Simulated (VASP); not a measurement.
# TlCl (Pm-3m) in VASP: further runs

The runs below take TlCl through single point, with LDA.

Everything below comes from runs of VASP 6.6.1. Logs are shortened: lines on timing, memory, paths and dates and some standing lists are left out, and cuts for length are marked.

## (1) The cell of the first run

It takes space group Pm-3m (No. 221, cubic). The conventional cell has a = 3.674 Å, b = 3.674 Å, c = 3.674 Å, α = 90.00°, β = 90.00°, γ = 90.00°. Within 4.2 Å of Tl (site symmetry m-3m) lie 8 Cl at 3.18 Å and 6 Tl at 3.67 Å. Cl (site symmetry m-3m) has 8 Tl at 3.18 Å and 6 Cl at 3.67 Å within 4.2 Å.

## (2) Single point, LDA

Contents of INCAR:

```
SYSTEM = TlCl
  PREC = Accurate
  ENCUT = 500
  EDIFF = 1E-6
  ISMEAR = 0
  SIGMA = 0.05
  LREAL = .FALSE.
  LASPH = .TRUE.
  NELM = 120
  ALGO = Normal
  ISIF = 2
  LWAVE = .FALSE.
  LCHARG = .TRUE.
  GGA = CA
  LELF = .TRUE.
  LVHAR = .TRUE.
  NBANDS = 17
  GGA_COMPAT = .FALSE.
```

Contents of KPOINTS:

```
regular mesh
0
G
  6 6 6
  0 0 0
```

Contents of POSCAR:

```
TlCl
1.0
    3.6741535161      0.0000000000      0.0000000000
    0.0000000000      3.6741535161      0.0000000000
    0.0000000000      0.0000000000      3.6741535161
Tl Cl
1 1
Direct
    0.0000000000      0.0000000000      0.0000000000
    0.5000000000      0.5000000000      0.5000000000
```

Potentials or basis: VASP PAW LDA potentials, release 64 (Tl_d, Cl).

On the command line:

```console
$ cat potpaw_LDA.64/Tl_d/POTCAR potpaw_LDA.64/Cl/POTCAR > POTCAR
$ mpirun -np 1 vasp_std > vasp.out
```

OUTCAR:

```text
SYSTEM = TlCl
   PREC = Accurate
   ENCUT = 500
   EDIFF = 1E-6
   ISMEAR = 0
   LREAL = .FALSE.
   LASPH = .TRUE.
   NELM = 120
   ISIF = 2
   GGA = CA

 ion  position               nearest neighbor table
   1  0.000  0.000  0.000-   2 3.18   2 3.18   2 3.18   2 3.18   2 3.18   2 3.18   2 3.18   2 3.18

   2  0.500  0.500  0.500-   1 3.18   1 3.18   1 3.18   1 3.18   1 3.18   1 3.18   1 3.18   1 3.18

  LATTYP: Found a simple cubic cell.
 ALAT       =     3.6741535161

  Lattice vectors:

 A1 = (   3.6741535161,   0.0000000000,   0.0000000000)
 A2 = (   0.0000000000,   3.6741535161,   0.0000000000)
 A3 = (   0.0000000000,   0.0000000000,   3.6741535161)

Analysis of symmetry for initial positions (statically):
=====================================================================
 Subroutine PRICEL returns:
 Original cell was already a primitive cell.

 Routine SETGRP: Setting up the symmetry group for a
 simple cubic supercell.

 Subroutine GETGRP returns: Found 48 space group operations
 (whereof 48 operations were pure point group operations)
 out of a pool of 48 trial point group operations.

The static configuration has the point symmetry O_h .

Analysis of symmetry for dynamics (positions and initial velocities):
=====================================================================
 Subroutine PRICEL returns:
 Original cell was already a primitive cell.

 Routine SETGRP: Setting up the symmetry group for a
 simple cubic supercell.

 Subroutine GETGRP returns: Found 48 space group operations
 (whereof 48 operations were pure point group operations)
 out of a pool of 48 trial point group operations.

The dynamic configuration has the point symmetry O_h .

 Subroutine INISYM returns: Found 48 space group operations
 (whereof 48 operations are pure point group operations),
 and found     1 'primitive' translations

----------------------------------------------------------------------------------------

                                     Primitive cell

  volume of cell :      49.5989

  direct lattice vectors                    reciprocal lattice vectors
     3.674153516  0.000000000  0.000000000     0.272171534  0.000000000  0.000000000
     0.000000000  3.674153516  0.000000000     0.000000000  0.272171534  0.000000000
     0.000000000  0.000000000  3.674153516     0.000000000  0.000000000  0.272171534

  length of vectors
     3.674153516  3.674153516  3.674153516     0.272171534  0.272171534  0.272171534

  position of ions in fractional coordinates (direct lattice)
     0.000000000  0.000000000  0.000000000
     0.500000000  0.500000000  0.500000000

  ion indices of the primitive-cell ions
   primitive index   ion index
                 1           1
                 2           2

----------------------------------------------------------------------------------------

 KPOINTS: regular mesh

Automatic generation of k-mesh.
 Grid dimensions read from file:
 generate k-points for:    6    6    6

 Generating k-lattice:

  Cartesian coordinates                     Fractional coordinates (reciprocal lattice)
     0.045361922  0.000000000  0.000000000     0.166666667  0.000000000  0.000000000
     0.000000000  0.045361922  0.000000000     0.000000000  0.166666667  0.000000000
     0.000000000  0.000000000  0.045361922     0.000000000  0.000000000  0.166666667

  Length of vectors
     0.045361922  0.045361922  0.045361922

  Shift w.r.t. Gamma in fractional coordinates (k-lattice)
     0.000000000  0.000000000  0.000000000

 Subroutine IBZKPT returns following result:
 ===========================================

 Found     20 irreducible k-points:

 Following reciprocal coordinates:
            Coordinates               Weight
  0.000000  0.000000  0.000000      1.000000
  0.166667  0.000000  0.000000      6.000000
  0.333333  0.000000  0.000000      6.000000
  0.500000  0.000000  0.000000      3.000000
  0.166667  0.166667  0.000000     12.000000
  0.333333  0.166667  0.000000     24.000000
[... 12 lines left out ...]
  0.500000  0.500000  0.333333      6.000000
  0.500000  0.500000  0.500000      1.000000
   k-points           NKPTS =     20   k-points in BZ     NKDIM =     20   number of bands    NBANDS=     17
   number of dos      NEDOS =    301   number of ions     NIONS =      2
   total plane-waves  NPLWV =  21952
   dimension x,y,z NGX =    28 NGY =   28 NGZ =   28
   dimension x,y,z NGXF=    56 NGYF=   56 NGZF=   56
   ions per type =               1   1
   NGX,Y,Z   is equivalent  to a cutoff of  12.67, 12.67, 12.67 a.u.
   NGXF,Y,Z  is equivalent  to a cutoff of  25.34, 25.34, 25.34 a.u.
 SYSTEM =  TlCl
   PREC   = accura    normal or accurate (medium, high low for compatibility)
   ISTART =      0    job   : 0-new  1-cont  2-samecut
   ICHARG =      2    charge: 1-file 2-atom 10-const
   ISPIN  =      1    spin polarized calculation?
   LNONCOLLINEAR =      F non collinear calculations
   LSORBIT =      F    spin-orbit coupling
   LASPH  =      T    aspherical Exc in radial PAW
   ENCUT  =  500.0 eV  36.75 Ry    6.06 a.u.   6.70  6.70  6.70*2*pi/ulx,y,z
   NELM   =    120;   NELMIN=  2; NELMDL= -5     # of ELM steps
   EDIFF  = 0.1E-05   stopping-criterion for ELM
   LREAL  =      F    real-space projection
   EDIFFG = 0.1E-04   stopping-criterion for IOM
   NSW    =      0    number of steps for IOM
   IBRION =     -1    ionic relax: 0-MD 1-quasi-New 2-CG
   NFREE  =      0    steps in history (QN), initial steepest desc. (CG)
   ISIF   =      2    stress and relaxation
   ISYM   =      2    0-nonsym 1-usesym 2-fastsym
   POTIM  = 0.5000    time-step for ionic-motion
   TEBEG  =    0.0;   TEEND  =   0.0 temperature during run
   PSTRESS=    0.0 pullay stress
   NELECT =      20.0000    total number of electrons
   NUPDOWN=      -1.0000    fix difference up-down
   EMIN   =  10.00;   EMAX   =-10.00  energy-range for DOS
   EFERMI =   0.00;   METHOD = LEGACY
   ISMEAR =     0;   SIGMA  =   0.05  broadening in eV -4-tet -1-fermi 0-gaus
   EFERMI_NEDOS =   21; number of points for ismear=-14 and -15
   IALGO  =     38    algorithm
   IMIX   =      4    mixing-type and parameters
     AMIX     =   0.40;   BMIX     =  1.00
     AMIX_MAG =   1.60;   BMIX_MAG =  1.00
  volume/ion in A,a.u.               =      24.80       167.35
  Fermi-wavevector in a.u.,A,eV,Ry     =   1.209467  2.285562 19.902760  1.462812
  Thomas-Fermi vector in A             =   2.345044
   LORBIT       =      0    0 simple, 1 ext, 2 COOP (PROOUT), +10 PAW based schemes
   GGA     = CA    functional components
   LHFCALC =     F    Hartree Fock is set to
   AEXX    =    0.0000 exact exchange contribution
   IVDW    =     0    specifies the selected vdW correction
   LEPSILON=     F    determine dielectric tensor
   LRPA    =     F    only Hartree local field effects (RPA)
 non-spin polarized calculation
 Gauss-broadening in eV      SIGMA  =   0.05
  energy-cutoff  :      500.00
  volume of cell :       49.60
 maximum number of plane-waves:      1328
 NGX is ok and might be reduce to    28
   NGX = 13   NGY = 13   NGZ = 13

 number of electron      19.9999996 magnetization

 Free energy of the ion-electron system (eV)
  ---------------------------------------------------
  ext. energy  EPLUGINS =         0.00000000
  ---------------------------------------------------
  free energy    TOTEN  =        -7.00351732 eV

  energy without entropy =       -7.00351732  energy(sigma->0) =       -7.00351732

 E-fermi :   4.3269     XC(G=0): -10.2068

 val. band max:        4.0651148778   @ k =   0.5000   0.0000   0.0000
 cond. band min:       5.5616166223   @ k =   0.5000   0.0000   0.0000
 fundamental gap:      1.4965017445
 Fermi energy:         4.3268730387

 k-point     1 :       0.0000    0.0000    0.0000
  band No.  band energies     occupation
      1     -10.5311      2.00000
      2      -6.2415      2.00000
      3      -6.2415      2.00000
      4      -5.8839      2.00000
      5      -5.8839      2.00000
      6      -5.8839      2.00000
[... 9 lines left out ...]
     16      17.8025      0.00000
     17      18.2401      0.00000

 k-point     2 :       0.1667    0.0000    0.0000
  band No.  band energies     occupation
      1     -10.4384      2.00000
      2      -6.2351      2.00000
      3      -6.1795      2.00000
      4      -5.9180      2.00000
      5      -5.9180      2.00000
      6      -5.8808      2.00000
[... 9 lines left out ...]
     16      18.1026      0.00000
     17      18.1322      0.00000

 k-point     3 :       0.3333    0.0000    0.0000
  band No.  band energies     occupation
      1     -10.2386      2.00000
      2      -6.2222      2.00000
      3      -6.0681      2.00000
      4      -5.9844      2.00000
      5      -5.9844      2.00000
      6      -5.8746      2.00000
[... 9 lines left out ...]
     16      16.3748      0.00000
     17      18.0720      0.00000

 k-point     4 :       0.5000    0.0000    0.0000
  band No.  band energies     occupation
      1     -10.1302      2.00000
      2      -6.2157      2.00000
      3      -6.0223      2.00000
      4      -6.0168      2.00000
      5      -6.0168      2.00000
      6      -5.8715      2.00000
[... 9 lines left out ...]
     16      18.0162      0.00000
     17      18.6874      0.00000
[... 263 lines left out ...]
      1      -9.8266      2.00000
      2      -6.1478      2.00000
      3      -6.0970      2.00000
      4      -6.0166      2.00000
      5      -5.8885      2.00000
      6      -5.8128      2.00000
[... 9 lines left out ...]
     16      16.4835      0.00000
     17      21.0174      0.00000

 k-point    19 :       0.5000    0.5000    0.3333
  band No.  band energies     occupation
      1      -9.7571      2.00000
      2      -6.1418      2.00000
      3      -6.1418      2.00000
      4      -6.1104      2.00000
      5      -5.8496      2.00000
      6      -5.7662      2.00000
[... 9 lines left out ...]
     16      16.8983      0.00000
     17      21.1278      0.00000

 k-point    20 :       0.5000    0.5000    0.5000
  band No.  band energies     occupation
      1      -9.6737      2.00000
      2      -6.1933      2.00000
      3      -6.1933      2.00000
      4      -6.1933      2.00000
      5      -5.7647      2.00000
      6      -5.7647      2.00000
[... 9 lines left out ...]
     16      17.3592      0.00000
     17      21.2691      0.00000

------------------------ aborting loop because EDIFF is reached ----------------------------------------

  FORCE on cell =-STRESS in cart. coord.  units (eV):
  Direction    XX          YY          ZZ          XY          YZ          ZX
  --------------------------------------------------------------------------------------
  -------------------------------------------------------------------------------------
  Total        0.2035618      0.2035618      0.2035618      0.0000000      0.0000000     -0.0000000
  in kB        6.5755930      6.5755930      6.5755930      0.0000000      0.0000000     -0.0000000
  external PRESSURE =       6.5755930 kB  Pullay stress =       0.0000000 kB

 VOLUME and BASIS-vectors are now :
 -----------------------------------------------------------------------------
  energy-cutoff  :      500.00
  volume of cell :       49.60
      direct lattice vectors                 reciprocal lattice vectors
     3.674153516  0.000000000  0.000000000     0.272171534  0.000000000  0.000000000
     0.000000000  3.674153516  0.000000000     0.000000000  0.272171534  0.000000000
     0.000000000  0.000000000  3.674153516     0.000000000  0.000000000  0.272171534

 POSITION                                       TOTAL-FORCE (eV/Angst)
 -----------------------------------------------------------------------------------
      0.00000      0.00000      0.00000         0.000000      0.000000      0.000000
      1.83708      1.83708      1.83708         0.000000      0.000000      0.000000
 -----------------------------------------------------------------------------------
    total drift:                                0.000000      0.000000      0.000000

  FREE ENERGIE OF THE ION-ELECTRON SYSTEM (eV)
  ---------------------------------------------------
  free  energy   TOTEN  =        -7.0035173152 eV

  energy  without entropy=       -7.0035173152  energy(sigma->0) =       -7.00351732
```

Wall time 8.5 s (1 thread of AMD EPYC 9R45 (Zen 5), shared host); peak memory 0.11 GiB.

What came out:

- Free energy: -7.0035 eV
- Pressure: 0.7 GPa
- Band gap on the k mesh: 1.50 eV

Caveat: spin-orbit coupling is left out, which moves the levels of the heavy elements. A k mesh can miss the band edges.

## (3) Single point, LDA

This run uses another cell than the first one, of 25.26 Å³/atom.

Contents of INCAR:

```
PREC = Accurate
ENCUT = 500
EDIFF = 1E-6
ISMEAR = 0
SIGMA = 0.05
LREAL = False
LASPH = True
NELM = 120
ALGO = Normal
ISIF = 2
LWAVE = False
LCHARG = True
LELF = True
LVHAR = True
NBANDS = 17
GGA_COMPAT = False
```

Contents of KPOINTS:

```
Automatic mesh
0
Gamma
  6 6 6
```

Contents of POSCAR:

```
TlCl
1.0
    3.6968275293      0.0000000000      0.0000000000
    0.0000000000      3.6968275293      0.0000000000
    0.0000000000      0.0000000000      3.6968275293
Tl Cl
1 1
Direct
    0.0000000000      0.0000000000      0.0000000000
    0.5000000000      0.5000000000      0.5000000000
```

Potentials or basis: VASP PAW LDA potentials, release 64 (Tl_d, Cl).

On the command line:

```console
$ cat potpaw_LDA.64/Tl_d/POTCAR potpaw_LDA.64/Cl/POTCAR > POTCAR
$ mpirun -np 1 vasp_std > vasp.out
```

Wall time 9.1 s (1 thread of AMD EPYC 9R45 (Zen 5), shared host); peak memory 0.11 GiB.

It converged, with:

* Free energy: -7.0057 eV
* Pressure: -0.1 GPa
* Band gap on the k mesh: 1.55 eV

Levels at points of the mesh, in eV from the valence-band top:
```tsv
k point	band 8	band 9	band 10	band 11	band 12	band 13
(0.00, 0.00, 0.00)	-2.10	-2.10	-2.10	7.30	7.30	8.04
(0.50, 0.00, 0.00)	-1.52	-1.52	0.00	1.55	6.33	6.33
(0.50, 0.50, 0.00)	-3.90	-3.72	-1.50	4.80	4.80	8.13
(0.50, 0.50, 0.50)	-2.62	-2.62	-2.17	1.83	1.83	1.83
```

Caveat: spin-orbit coupling is left out, which moves the levels of the heavy elements.

[end of part 1 of 2]
